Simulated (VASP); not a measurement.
# W4C in VASP: a series of runs

Runs on W4C. Level: PBEsol. Tasks: single point.

Program: VASP 6.6.1. These are calculated values, not measurements. Logs are shortened: lines on timing, memory, paths and dates and some standing lists are left out, and cuts for length are marked.

## (1) The cell of the first run

The cell holds a slab with vacuum, 5 atoms: a = 3.155 Å, b = 3.155 Å, c = 21.598 Å, α = 90.00°, β = 90.00°, γ = 90.00°.

## (2) Single point, PBEsol, collinear spin

File INCAR:

```
SYSTEM = W4C
  PREC = Accurate
  ENCUT = 520
  EDIFF = 1E-7
  ISMEAR = 0
  SIGMA = 0.1
  LREAL = .FALSE.
  LASPH = .TRUE.
  NELM = 150
  ALGO = Normal
  ISIF = 2
  LWAVE = .FALSE.
  LCHARG = .FALSE.
  ISPIN = 2
  MAGMOM = 0 0 0 0 2
  LORBIT = 11
  LMAXMIX = 4
  LDIPOL = .TRUE.
  IDIPOL = 3
  DIPOL = 0.5 0.5 0.335
  GGA = PS
  NBANDS = 42
```

File KPOINTS:

```
Automatic mesh
0
G
  8 8 1
  0 0 0
```

File POSCAR:

```
W4C
1.0
    3.1545348002      0.0000000000      0.0000000000
    0.0000000000      3.1545348002      0.0000000000
    0.0000000000      0.0000000000     21.5976290709
W C
4 1
Direct
    0.5000000000      0.5000000000      0.1852055143
    0.0000000000      0.0000000000      0.2582351693
    0.5000000000      0.5000000000      0.3339290903
    0.0000000000      0.0000000000      0.3980820785
    0.0000000000      0.0000000000      0.4971670286
```

Potentials or basis: VASP PAW PBE potentials, release 64 (W_sv, C).

Run with:

```console
$ cat potpaw_PBE.64/W_sv/POTCAR potpaw_PBE.64/C/POTCAR > POTCAR
$ mpirun -np 1 vasp_std > vasp.out
```

OUTCAR:

```text
SYSTEM = W4C
   PREC = Accurate
   ENCUT = 520
   EDIFF = 1E-7
   ISMEAR = 0
   LREAL = .FALSE.
   LASPH = .TRUE.
   NELM = 150
   ISIF = 2
   ISPIN = 2
   LORBIT = 11
   GGA = PS

 ion  position               nearest neighbor table
   1  0.500  0.500  0.185-   2 2.73   2 2.73   2 2.73   2 2.73   3 3.21
   2  0.000  0.000  0.258-   1 2.73   1 2.73   1 2.73   1 2.73   3 2.77   3 2.77   3 2.77   3 2.77
                             4 3.02
   3  0.500  0.500  0.334-   4 2.63   4 2.63   4 2.63   4 2.63   2 2.77   2 2.77   2 2.77   2 2.77
                             1 3.21
   4  0.000  0.000  0.398-   5 2.14   3 2.63   3 2.63   3 2.63   3 2.63   2 3.02
   5  0.000  0.000  0.497-   4 2.14

  LATTYP: Found a simple tetragonal cell.
 ALAT       =     3.1545348002
 C/A-ratio  =     6.8465337804

  Lattice vectors:

 A1 = (   3.1545348002,   0.0000000000,   0.0000000000)
 A2 = (   0.0000000000,   3.1545348002,   0.0000000000)
 A3 = (   0.0000000000,   0.0000000000,  21.5976290709)

Analysis of symmetry for initial positions (statically):
=====================================================================
 Subroutine PRICEL returns:
 Original cell was already a primitive cell.

 Routine SETGRP: Setting up the symmetry group for a
 simple tetragonal supercell.

 Subroutine GETGRP returns: Found  8 space group operations
 (whereof  8 operations were pure point group operations)
 out of a pool of 16 trial point group operations.

The static configuration has the point symmetry C_4v.

Analysis of symmetry for dynamics (positions and initial velocities):
=====================================================================
 Subroutine PRICEL returns:
 Original cell was already a primitive cell.

 Routine SETGRP: Setting up the symmetry group for a
 simple tetragonal supercell.

 Subroutine GETGRP returns: Found  8 space group operations
 (whereof  8 operations were pure point group operations)
 out of a pool of 16 trial point group operations.

The dynamic configuration has the point symmetry C_4v.

Analysis of structural, dynamic, and magnetic symmetry:
=====================================================================
 Subroutine PRICEL returns:
 Original cell was already a primitive cell.

 Routine SETGRP: Setting up the symmetry group for a
 simple tetragonal supercell.

 Subroutine GETGRP returns: Found  8 space group operations
 (whereof  8 operations were pure point group operations)
 out of a pool of 16 trial point group operations.

The overall configuration has the point symmetry C_4v.

 Subroutine INISYM returns: Found  8 space group operations
 (whereof  8 operations are pure point group operations),
 and found     1 'primitive' translations

----------------------------------------------------------------------------------------

                                     Primitive cell

  volume of cell :     214.9199

  direct lattice vectors                    reciprocal lattice vectors
     3.154534800  0.000000000  0.000000000     0.317003953  0.000000000  0.000000000
     0.000000000  3.154534800  0.000000000     0.000000000  0.317003953  0.000000000
     0.000000000  0.000000000 21.597629071     0.000000000  0.000000000  0.046301379

  length of vectors
     3.154534800  3.154534800 21.597629071     0.317003953  0.317003953  0.046301379

  position of ions in fractional coordinates (direct lattice)
     0.500000000  0.500000000  0.185205514
     0.000000000  0.000000000  0.258235169
     0.500000000  0.500000000  0.333929090
     0.000000000  0.000000000  0.398082079
     0.000000000  0.000000000  0.497167029

  ion indices of the primitive-cell ions
   primitive index   ion index
                 1           1
                 2           2
                 3           3
                 4           4
                 5           5

----------------------------------------------------------------------------------------

 KPOINTS: Automatic mesh

Automatic generation of k-mesh.
 Grid dimensions read from file:
 generate k-points for:    8    8    1

 Generating k-lattice:

  Cartesian coordinates                     Fractional coordinates (reciprocal lattice)
     0.039625494  0.000000000  0.000000000     0.125000000  0.000000000  0.000000000
[... 34 lines left out ...]
   dimension x,y,z NGX =    24 NGY =   24 NGZ =  162
   dimension x,y,z NGXF=    48 NGYF=   48 NGZF=  324
   ions per type =               4   1
   NGX,Y,Z   is equivalent  to a cutoff of  12.65, 12.65, 12.47 a.u.
   NGXF,Y,Z  is equivalent  to a cutoff of  25.30, 25.30, 24.94 a.u.
 SYSTEM =  W4C
   PREC   = accura    normal or accurate (medium, high low for compatibility)
   ISTART =      0    job   : 0-new  1-cont  2-samecut
   ICHARG =      2    charge: 1-file 2-atom 10-const
   ISPIN  =      2    spin polarized calculation?
   LNONCOLLINEAR =      F non collinear calculations
   LSORBIT =      F    spin-orbit coupling
   LASPH  =      T    aspherical Exc in radial PAW
   ENCUT  =  520.0 eV  38.22 Ry    6.18 a.u.   5.87  5.87 40.16*2*pi/ulx,y,z
   NELM   =    150;   NELMIN=  2; NELMDL= -5     # of ELM steps
   EDIFF  = 0.1E-06   stopping-criterion for ELM
   LREAL  =      F    real-space projection
   EDIFFG = 0.1E-05   stopping-criterion for IOM
   NSW    =      0    number of steps for IOM
   IBRION =     -1    ionic relax: 0-MD 1-quasi-New 2-CG
   NFREE  =      0    steps in history (QN), initial steepest desc. (CG)
   ISIF   =      2    stress and relaxation
   ISYM   =      2    0-nonsym 1-usesym 2-fastsym
   POTIM  = 0.5000    time-step for ionic-motion
   TEBEG  =    0.0;   TEEND  =   0.0 temperature during run
   PSTRESS=    0.0 pullay stress
   NELECT =      60.0000    total number of electrons
   NUPDOWN=      -1.0000    fix difference up-down
   EMIN   =  10.00;   EMAX   =-10.00  energy-range for DOS
   EFERMI =   0.00;   METHOD = LEGACY
   ISMEAR =     0;   SIGMA  =   0.10  broadening in eV -4-tet -1-fermi 0-gaus
   EFERMI_NEDOS =   21; number of points for ismear=-14 and -15
   IALGO  =     38    algorithm
   IMIX   =      4    mixing-type and parameters
     AMIX     =   0.40;   BMIX     =  1.00
     AMIX_MAG =   1.60;   BMIX_MAG =  1.00
  volume/ion in A,a.u.               =      42.98       290.07
  Fermi-wavevector in a.u.,A,eV,Ry     =   1.069957  2.021926 15.576059  1.144808
  Thomas-Fermi vector in A             =   2.205652
   LORBIT       =     11    0 simple, 1 ext, 2 COOP (PROOUT), +10 PAW based schemes
   GGA     = PS    functional components
   LHFCALC =     F    Hartree Fock is set to
   AEXX    =    0.0000 exact exchange contribution
   IVDW    =     0    specifies the selected vdW correction
   LEPSILON=     F    determine dielectric tensor
   LRPA    =     F    only Hartree local field effects (RPA)
 spin polarized calculation
 Gauss-broadening in eV      SIGMA  =   0.10
  energy-cutoff  :      520.00
  volume of cell :      214.92
 maximum number of plane-waves:      5864
 NGX is ok and might be reduce to    24
   NGX = 11   NGY = 11   NGZ = 81

 dipolmoment           0.000000      0.000000     -0.004219 electrons x Angstroem

 number of electron      60.0000001 magnetization       1.0767613

 dipolmoment           0.000000      0.000000      0.134030 electrons x Angstroem

 Free energy of the ion-electron system (eV)
  ---------------------------------------------------
  ext. energy  EPLUGINS =         0.00000000
  ---------------------------------------------------
  free energy    TOTEN  =       -55.06316267 eV

  energy without entropy =      -55.03619831  energy(sigma->0) =      -55.04968049

 E-fermi :  -0.1556     XC(G=0):  -5.6841

 val. band max:       -0.1672093598   @ k =   0.2500   0.2500   0.0000
 cond. band min:      -0.1486476461   @ k =   0.5000   0.0000   0.0000
 fundamental gap:      0.0185617137
 Fermi energy:        -0.1556335049

 spin component 1

 k-point     1 :       0.0000    0.0000    0.0000
  band No.  band energies     occupation
      1     -73.9875      1.00000
      2     -73.8639      1.00000
      3     -73.7315      1.00000
      4     -73.4434      1.00000
      5     -38.4607      1.00000
      6     -38.3252      1.00000
[... 664 lines left out ...]
     41       3.8236      0.00000
     42       4.6662      0.00000
 Fermi energy:        -0.1556335049

 spin component 2

 k-point     1 :       0.0000    0.0000    0.0000
  band No.  band energies     occupation
      1     -73.9527      1.00000
      2     -73.8376      1.00000
      3     -73.7082      1.00000
      4     -73.4356      1.00000
      5     -38.4178      1.00000
      6     -38.3014      1.00000
[... 664 lines left out ...]
     41       3.9100      0.00000
     42       4.9043      0.00000

------------------------ aborting loop because EDIFF is reached ----------------------------------------

 vacuum level on the upper side and lower side of the slab       (xc-potential included)         1.188        -1.251

  FORCE on cell =-STRESS in cart. coord.  units (eV):
  Direction    XX          YY          ZZ          XY          YZ          ZX
  --------------------------------------------------------------------------------------
  -------------------------------------------------------------------------------------
  Total       -5.8425010     -5.8425010     -7.7855973      0.0000000      0.0000000      0.0000000
  in kB      -43.5544618    -43.5544618    -58.0397851      0.0000000      0.0000000      0.0000000
  external PRESSURE =     -48.3829029 kB  Pullay stress =       0.0000000 kB

 VOLUME and BASIS-vectors are now :
 -----------------------------------------------------------------------------
  energy-cutoff  :      520.00
  volume of cell :      214.92
      direct lattice vectors                 reciprocal lattice vectors
     3.154534800  0.000000000  0.000000000     0.317003953  0.000000000  0.000000000
     0.000000000  3.154534800  0.000000000     0.000000000  0.317003953  0.000000000
     0.000000000  0.000000000 21.597629071     0.000000000  0.000000000  0.046301379

 POSITION                                       TOTAL-FORCE (eV/Angst)
 -----------------------------------------------------------------------------------
      1.57727      1.57727      4.00000        -0.000000     -0.000000      2.128448
      0.00000      0.00000      5.57727         0.000000      0.000000     -2.421900
      1.57727      1.57727      7.21208         0.000000      0.000000     -1.121302
      0.00000      0.00000      8.59763         0.000000      0.000000      4.603956
      0.00000      0.00000     10.73763         0.000000      0.000000     -3.189203
 -----------------------------------------------------------------------------------
    total drift:                                0.000000     -0.000000      0.000138

  FREE ENERGIE OF THE ION-ELECTRON SYSTEM (eV)
  ---------------------------------------------------
  free  energy   TOTEN  =       -55.0631626726 eV

  energy  without entropy=      -55.0361983145  energy(sigma->0) =      -55.04968049

 vacuum level on the upper side and lower side of the slab         6.487         3.975

 total charge

# of ion       s       p       d       tot
------------------------------------------
    1        2.394   6.141   3.353  11.888
    2        2.414   6.317   3.349  12.079
    3        2.432   6.337   3.456  12.225
    4        2.413   6.263   3.428  12.104
    5        1.005   1.025   0.000   2.030
--------------------------------------------------
tot         10.658  26.082  13.587  50.327

 magnetization (x)

# of ion       s       p       d       tot
------------------------------------------
    1        0.003   0.001   0.121   0.125
    2        0.001   0.007   0.002   0.011
    3        0.002   0.009   0.058   0.069
    4        0.004   0.029  -0.006   0.027
    5        0.031   0.394   0.000   0.425
--------------------------------------------------
tot          0.041   0.440   0.175   0.657
```

Wall time 7.8 min (1 thread of Oxide Virtual Turin-like, shared host); peak memory 0.44 GiB.

Results:

```
Free energy                                           : -55.0632 eV
Largest force                                         : 4.604 eV/Å
Net moment                                            : 1.08 μB per cell
Site moments                                          : W +0.12, +0.01, +0.07, +0.03; C +0.42 μB
Valence electrons inside the program's atomic spheres : W 11.89, 12.08, 12.22, 12.10; C 2.03
```

Forces on the atoms (eV/Å):
```
W    0.000  0.000  2.128
W    0.000  0.000 -2.422
W    0.000  0.000 -1.121
W    0.000  0.000  4.604
C    0.000  0.000 -3.189
```

Levels at points of the mesh, in eV from the Fermi level:
Spin up:
```csv
k point,band 27,band 28,band 29,band 30,band 31,band 32,band 33,band 34,band 35,band 36
"(0.00, 0.00, 0.00)",-0.63,-0.59,-0.31,-0.31,-0.29,0.78,0.78,0.89,1.81,2.26
"(0.50, 0.00, 0.00)",-1.07,-0.66,-0.62,0.01,0.71,0.73,1.18,1.49,2.41,2.62
"(0.50, 0.50, 0.00)",-1.66,-0.70,-0.31,-0.31,2.03,2.10,2.10,2.90,2.90,3.55
```
Spin down:
| k point | band 26 | band 27 | band 28 | band 29 | band 30 | band 31 | band 32 | band 33 |
| --- | --- | --- | --- | --- | --- | --- | --- | --- |
| (0.00, 0.00, 0.00) | -0.58 | -0.56 | -0.45 | -0.20 | -0.20 | -0.17 | 0.93 | 1.01 |
| (0.50, 0.00, 0.00) | -1.35 | -0.64 | -0.55 | -0.40 | 0.29 | 0.83 | 1.09 | 1.24 |
| (0.50, 0.50, 0.00) | -1.47 | -1.47 | 0.04 | 0.04 | 0.71 | 2.08 | 2.20 | 2.20 |

Caveat: a moment this small can come from the mesh or the smearing; the PAW data sets were made with another functional, which shifts forces and pressure a little; spin-orbit coupling is left out, which moves the levels of the heavy elements.

(Continued in part 2 of 2.)
